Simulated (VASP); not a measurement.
# BN (CsCl type) (Pm-3m) in VASP: notebook, part 2 of 2

VASP 6.6.1. Earlier steps stand in the parts before.

**3. Single point, PBE**

Input file INCAR:

```
ALGO     = Normal         # electronic algorithm
EDIFF    = 1E-6           # SCF threshold, eV
ENCUT    = 520            # plane-wave cutoff, eV
GGA      = PE             # functional
ISIF     = 2              # what is computed and relaxed
ISMEAR   = -1             # smearing method
LASPH    = T              # aspherical terms in the spheres
LCHARG   = T              # write CHGCAR
LELF     = T              # ELF
LREAL    = F              # projectors in reciprocal space
LVHAR    = T            
LWAVE    = F              # write WAVECAR
NBANDS   = 11             # bands
NELM     = 80             # most SCF steps
PREC     = Accurate       # precision mode
SIGMA    = 0.08           # smearing width, eV
```

Input file KPOINTS:

```
k-points
0
Gamma
  16 16 16
```

Input file POSCAR:

```
BN
1.0
    1.9142876009      0.0000000000      0.0000000000
    0.0000000000      1.9142876009      0.0000000000
    0.0000000000      0.0000000000      1.9142876009
B N
1 1
Direct
    0.0000000000      0.0000000000      0.0000000000
    0.5000000000      0.5000000000      0.5000000000
```

Potentials or basis: VASP PAW PBE potentials, release 64 (B, N).

Started as:

```
$ cat potpaw_PBE.64/B/POTCAR potpaw_PBE.64/N/POTCAR > POTCAR
$ mpirun -np 1 vasp_std > vasp.out
```

OUTCAR:

```text
EDIFF = 1E-6
   ENCUT = 520
   GGA = PE
   ISIF = 2
   ISMEAR = -1
   LASPH = T
   LREAL = F
   NELM = 80
   PREC = Accurate

 ion  position               nearest neighbor table
   1  0.000  0.000  0.000-   2 1.66   2 1.66   2 1.66   2 1.66   2 1.66   2 1.66   2 1.66   2 1.66

   2  0.500  0.500  0.500-   1 1.66   1 1.66   1 1.66   1 1.66   1 1.66   1 1.66   1 1.66   1 1.66

  LATTYP: Found a simple cubic cell.
 ALAT       =     1.9142876009

  Lattice vectors:

 A1 = (   1.9142876009,   0.0000000000,   0.0000000000)
 A2 = (   0.0000000000,   1.9142876009,   0.0000000000)
 A3 = (   0.0000000000,   0.0000000000,   1.9142876009)

Analysis of symmetry for initial positions (statically):
=====================================================================
 Subroutine PRICEL returns:
 Original cell was already a primitive cell.

 Routine SETGRP: Setting up the symmetry group for a
 simple cubic supercell.

 Subroutine GETGRP returns: Found 48 space group operations
 (whereof 48 operations were pure point group operations)
[... 164 lines left out ...]

 val. band max:       18.6337713607   @ k =   0.3750   0.0625   0.0000
 cond. band min:      18.6577077889   @ k =   0.4375   0.3125   0.0000
 fundamental gap:      0.0239364282
 Fermi energy:        18.6482184996

 k-point     1 :       0.0000    0.0000    0.0000
  band No.  band energies     occupation
      1     -11.8461      2.00000
      2      14.8588      2.00000
      3      14.8588      2.00000
      4      14.8588      2.00000
      5      30.3459      0.00000
      6      31.3523      0.00000
      7      31.3523      0.00000
      8      37.4794      0.00000
      9      37.4794      0.00000
     10      37.4794      0.00000
     11      65.6773      0.00000
[... 309 lines left out ...]
 k-point    24 :       0.5000    0.1250    0.0000
  band No.  band energies     occupation
      1      -5.3285      2.00000
      2      -0.9233      2.00000
      3      16.9954      2.00000
      4      19.9444      0.00000
      5      25.3785      0.00000
      6      29.0962      0.00000
      7      30.5097      0.00000
      8      34.3442      0.00000
      9      43.4695      0.00000
     10      45.2240      0.00000
     11      60.1409      0.00000

 [... further k-points ...]
[... 5 lines left out ...]
  --------------------------------------------------------------------------------------
  -------------------------------------------------------------------------------------
  Total       19.3095674     19.3095674     19.3095674      0.0000000      0.0000000     -0.0000000
  in kB     4410.2333353   4410.2333353   4410.2333353      0.0000000      0.0000000     -0.0000000
  external PRESSURE =    4410.2333353 kB  Pullay stress =       0.0000000 kB

 VOLUME and BASIS-vectors are now :
 -----------------------------------------------------------------------------
  energy-cutoff  :      520.00
  volume of cell :        7.01
      direct lattice vectors                 reciprocal lattice vectors
     1.914287601  0.000000000  0.000000000     0.522387545  0.000000000  0.000000000
     0.000000000  1.914287601  0.000000000     0.000000000  0.522387545  0.000000000
     0.000000000  0.000000000  1.914287601     0.000000000  0.000000000  0.522387545

 POSITION                                       TOTAL-FORCE (eV/Angst)
 -----------------------------------------------------------------------------------
      0.00000      0.00000      0.00000         0.000000      0.000000      0.000000
      0.95714      0.95714      0.95714         0.000000      0.000000      0.000000
 -----------------------------------------------------------------------------------
    total drift:                                0.000000     -0.000000      0.000000

  FREE ENERGIE OF THE ION-ELECTRON SYSTEM (eV)
  ---------------------------------------------------
  free  energy   TOTEN  =        -5.2983916672 eV

  energy  without entropy=       -5.2862851883  energy(sigma->0) =       -5.29233843
```

It took 8.7 s on 1 thread of Intel Xeon Platinum 8488C (Sapphire Rapids), shared host; peak memory 0.11 GiB.

What came out:

| Property | Result |
| --- | --- |
| Free energy | -5.2984 eV |
| Pressure | 441.0 GPa |
| Band gap on the k mesh | zero (band 4 reaches 20.45 eV, above the bottom of band 5 at 14.46 eV) |

**4. Relaxation of cell and atoms, PBE, target pressure 440 GPa, at which the enthalpy is minimised**

This run uses another cell than the first one, of 3.24 Å³/atom, 0.924 times its volume.

Input file INCAR:

```
SYSTEM = BN
PREC = Accurate
ENCUT = 600
EDIFF = 1E-6
ISMEAR = -1
SIGMA = 0.08
LREAL = .FALSE.
LASPH = .TRUE.
NELM = 60
ALGO = Normal
ISIF = 3
LWAVE = .FALSE.
LCHARG = .FALSE.
GGA = PE
IBRION = 2
NSW = 60
EDIFFG = -0.005
PSTRESS = 4400.0
```

Input file KPOINTS:

```
Automatic mesh
0
G
  16 16 16
  0 0 0
```

Input file POSCAR:

```
BN
1.0
    1.8644934571      0.0000000000      0.0000000000
    0.0000000000      1.8644934571      0.0000000000
    0.0000000000      0.0000000000      1.8644934571
B N
1 1
Direct
    0.0000000000      0.0000000000      0.0000000000
    0.5000000000      0.5000000000      0.5000000000
```

Started as:

```
$ cat potpaw_PBE.64/B/POTCAR potpaw_PBE.64/N/POTCAR > POTCAR
$ mpirun -np 1 vasp_std > vasp.out
```

Run time: 46 s. Hardware: 1 thread of Intel Xeon Platinum 8488C (Sapphire Rapids), shared host; peak memory 0.12 GiB.

It converged, with:

| Item | Value |
| --- | --- |
| Free energy | -5.3112 eV |
| Relaxed volume | 3.51 Å³/atom |
| Relaxed cell | a = 1.915 Å, b = 1.915 Å, c = 1.915 Å, α = 90.00°, β = 90.00°, γ = 90.00° |
| Space group after relaxing (to 0.05 Å) | Pm-3m (No. 221) |
| Energy change on relaxing (the enthalpy is what falls) | -848.7 meV/atom |
| Ionic steps | 17 |
| Pressure after relaxing | 440.0 GPa |
| Band gap on the k mesh | zero (band 4 reaches 20.44 eV, above the bottom of band 5 at 14.46 eV) |

Step by step:
```csv
step,energy change (eV),largest force (eV/Å),pressure (GPa),volume (Å³)
1,0.0000,0.0000,579.48,6.48
2,-5.5290,0.0000,115.91,9.50
3,-1.9185,0.0000,421.93,7.10
4,-1.7061,0.0000,439.28,7.02
5,-1.6757,0.0000,441.75,7.01
6,-1.6769,0.0000,441.66,7.01
7,-1.6805,0.0000,441.37,7.01
8,-1.6805,0.0000,441.36,7.01
9,-1.6806,0.0000,441.35,7.01
10,-1.6808,0.0000,441.33,7.01
11,-1.6813,0.0000,441.30,7.01
12,-1.6821,0.0000,441.24,7.01
13,-1.6837,0.0000,441.11,7.01
14,-1.6869,0.0000,440.85,7.01
15,-1.6934,0.0000,440.32,7.02
16,-1.7062,0.0000,439.27,7.02
17,-1.6973,0.0000,439.97,7.02
```

Final structure:
```yaml
crystal:
  lattice:
    - [1.91463, 0.00000, 0.00000]
    - [0.00000, 1.91463, 0.00000]
    - [0.00000, 0.00000, 1.91463]
  atoms:
    - { symbol: B, position: [0.00000, 0.00000, 0.00000] }
    - { symbol: N, position: [0.50000, 0.50000, 0.50000] }
```

Levels at points of the mesh, in eV from the Fermi level:
```csv
k point,band 1,band 2,band 3,band 4,band 5,band 6,band 7,band 8
"(0.00, 0.00, 0.00)",-30.48,-3.79,-3.79,-3.79,11.68,12.70,12.70,18.82
"(0.50, 0.00, 0.00)",-24.50,-19.94,1.01,1.01,9.98,9.98,10.90,15.60
"(0.50, 0.50, 0.00)",-16.43,-16.43,-16.01,-3.93,3.26,14.05,14.05,14.31
"(0.50, 0.50, 0.50)",-9.32,-9.20,-9.20,-9.20,-4.18,-4.18,-4.18,10.57
```

Caveat: the cell is relaxed towards a set pressure, so the enthalpy falls and the energy may rise.

**5. Relaxation of cell and atoms, PBE, target pressure 440 GPa, at which the enthalpy is minimised**

Input file INCAR:

```
PREC = Accurate
ENCUT = 600
EDIFF = 1E-7
ISMEAR = -1
SIGMA = 0.08
LREAL = False
LASPH = True
NELM = 100
ALGO = Normal
ISIF = 3
LWAVE = False
LCHARG = False
GGA = PE
IBRION = 2
NSW = 32
EDIFFG = -0.005
PSTRESS = 4400.0
```

Input file KPOINTS:

```
Automatic mesh
0
Gamma
  16 16 16
```

Input file POSCAR:

```
BN
1.0
    1.9141427166      0.0000000000      0.0000000000
    0.0000000000      1.9141427166      0.0000000000
    0.0000000000      0.0000000000      1.9141427166
B N
1 1
Direct
    0.0000000000      0.0000000000      0.0000000000
    0.5000000000      0.5000000000      0.5000000000
```

Started as:

```
$ cat potpaw_PBE.64/B/POTCAR potpaw_PBE.64/N/POTCAR > POTCAR
$ mpirun -np 1 vasp_std > vasp.out
```

Run time: 14 s. Hardware: 1 thread of Intel Xeon Platinum 8488C (Sapphire Rapids), shared host; peak memory 0.12 GiB.

It converged, with:

| Property | Result |
| --- | --- |
| Free energy | -5.3128 eV |
| Relaxed volume | 3.51 Å³/atom |
| Relaxed cell | a = 1.915 Å, b = 1.915 Å, c = 1.915 Å, α = 90.00°, β = 90.00°, γ = 90.00° |
| Space group after relaxing (to 0.05 Å) | Pm-3m (No. 221) |
| Energy change on relaxing (the enthalpy is what falls) | -6.4 meV/atom |
| Ionic steps | 3 |
| Pressure after relaxing | 440.0 GPa |
| Band gap on the k mesh | zero (band 4 reaches 20.44 eV, above the bottom of band 5 at 14.46 eV) |

Step by step:
```tsv
step	energy change (eV)	largest force (eV/Å)	pressure (GPa)	volume (Å³)
1	0.0000	0.0000	441.06	7.01
2	-0.0642	0.0000	435.79	7.04
3	-0.0127	0.0000	440.01	7.02
```

Final structure:
```
CELL_PARAMETERS angstrom
1.91456 0.00000 0.00000
0.00000 1.91456 0.00000
0.00000 0.00000 1.91456
ATOMIC_POSITIONS crystal
B 0.00000 0.00000 0.00000
N 0.50000 0.50000 0.50000
```

Levels at points of the mesh, in eV from the Fermi level:
| k point | band 1 | band 2 | band 3 | band 4 | band 5 | band 6 | band 7 | band 8 |
| --- | --- | --- | --- | --- | --- | --- | --- | --- |
| (0.00, 0.00, 0.00) | -30.49 | -3.79 | -3.79 | -3.79 | 11.69 | 12.70 | 12.70 | 18.82 |
| (0.50, 0.00, 0.00) | -24.50 | -19.95 | 1.01 | 1.01 | 9.98 | 9.98 | 10.91 | 15.61 |
| (0.50, 0.50, 0.00) | -16.44 | -16.44 | -16.01 | -3.93 | 3.27 | 14.05 | 14.05 | 14.31 |
| (0.50, 0.50, 0.50) | -9.32 | -9.21 | -9.21 | -9.21 | -4.18 | -4.18 | -4.18 | 10.58 |

Caveat: the cell is relaxed towards a set pressure, so the enthalpy falls and the energy may rise.

**6. Overview**

| task | cell | cutoff (eV) | gap on the mesh (eV) | pressure (GPa) |
| --- | --- | --- | --- | --- |
| single point | a = 1.914 Å, 2 atoms | 520 | none | 441.0 |
| relaxation of cell and atoms | relaxed to 440 GPa from a = 1.864 Å, 2 atoms | 600 | none | 440.0 |
| relaxation of cell and atoms | relaxed to 440 GPa from a = 1.914 Å, 2 atoms | 600 | none | 440.0 |

Alike in all rows: level PBE; potentials or basis VASP PAW PBE potentials, release 64 (B, N); no spin polarisation; k mesh 16 × 16 × 16; smearing fermi-dirac 0.08 eV.

Caveats: the cell is relaxed towards a set pressure, so the enthalpy falls and the energy may rise (some runs).

Absolute energies hang on the potentials; compare differences alone.
